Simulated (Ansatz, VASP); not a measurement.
# One calculation of InSb, two programs

INCAR

```
ALGO = Normal
EDIFF = 1E-6
ENCUT = 520
GGA = CA
ISIF = 2
ISMEAR = 0
LASPH = T
LCHARG = T
LELF = T
LREAL = F
LVHAR = T
LWAVE = F
NBANDS = 16
NELM = 60
PREC = Accurate
SIGMA = 0.05
```

The input KPOINTS:

```
k-points
0
Gamma
  6 6 6
```

The input POSCAR:

```
InSb
1.0
    0.0000000000      3.2478891405      3.2478891405
    3.2478891405      0.0000000000      3.2478891405
    3.2478891405      3.2478891405      0.0000000000
In Sb
1 1
Direct
    0.0000000000      0.0000000000      0.0000000000
    0.7500000000      0.7500000000      0.7500000000
```

Input for Ansatz:

```yaml
crystal:
  lattice:
    - [0.0, 3.2478891405, 3.2478891405]
    - [3.2478891405, 0.0, 3.2478891405]
    - [3.2478891405, 3.2478891405, 0.0]
  atoms:
    - { symbol: In, position: [0.0, 0.0, 0.0] }
    - { symbol: Sb, position: [0.75, 0.75, 0.75] }
basis:
  ecutwfc: 420
  ecutrho_ratio: 4
kpoints:
  mp_grid: { grid: [6, 6, 6] }
hamiltonian:
  xc: lda
scf:
  occupations: { method: gaussian, width: 0.05 }
output:
  forces: true
  stress: true
  eigenvalues: true
```

Alike in both runs: task single point; functional LDA; k mesh 6 × 6 × 6; occupations gaussian, width 0.05 eV; no spin polarisation.

|  | VASP | Ansatz |
| --- | --- | --- |
| version | VASP 6.6.1 | Ansatz 0.2.0 |
| potentials or method | VASP PAW LDA potentials, release 64 (In_d, Sb), cutoff 520 eV | scalar-relativistic, plane waves, PAW |
| valence electrons in the cell | 18 | 28 |

```tsv
	VASP	Ansatz	Ansatz less VASP
gap on the k mesh at the Fermi level (eV)	none	none	-
pressure (GPa)	-0.8	-0.9	-0.08
```

LDA's correlation is that of Perdew and Zunger in VASP and of Perdew and Wang (1992) in Ansatz. A gap of «none» marks a metal or a gap that the smearing closes. VASP's potentials hold 18 valence electrons a cell and Ansatz's 28, so a difference there can come from the potentials and not from the codes.

Spin-orbit coupling is off throughout.
